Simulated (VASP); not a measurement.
A run of VASP 6.6.1:

The input INCAR:

```
PREC     = Accurate       # precision mode
ENCUT    = 520            # plane-wave cutoff, eV
EDIFF    = 1E-6           # SCF threshold, eV
ISMEAR   = -1             # smearing method
SIGMA    = 0.1            # smearing width, eV
LREAL    = False          # projectors in reciprocal space
LASPH    = True           # aspherical terms in the spheres
NELM     = 100            # most SCF steps
ALGO     = Normal         # electronic algorithm
ISIF     = 2              # what is computed and relaxed
LWAVE    = False          # write WAVECAR
LCHARG   = True           # write CHGCAR
GGA      = PE             # functional
LELF     = True           # ELF
LVHAR    = True         
NBANDS   = 12             # bands
```

Contents of KPOINTS:

```
Automatic mesh
0
Gamma
  9 9 9
```

File POSCAR:

```
La
1.0
    3.3268704348      0.0000000000      0.0000000000
    0.0000000000      3.3268704348      0.0000000000
    0.0000000000      0.0000000000      3.3268704348
La
1
Direct
    0.0000000000      0.0000000000      0.0000000000
```

Potentials or basis: VASP PAW PBE potentials, release 64 (La).

Run with:

```console
$ cat potpaw_PBE.64/La/POTCAR > POTCAR
$ mpirun -np 1 vasp_std > vasp.out
```

Hardware: 1 thread of Intel(R) Xeon(R) Platinum 8488C (Sapphire Rapids) (shared host).

**Question.** Estimate the wall time of this run.

**Answer.** Run time: 13 s on 1 thread of Intel(R) Xeon(R) Platinum 8488C (Sapphire Rapids) (shared host), peak memory 0.17 GiB. Counts: scf iterations 13, k points 35.
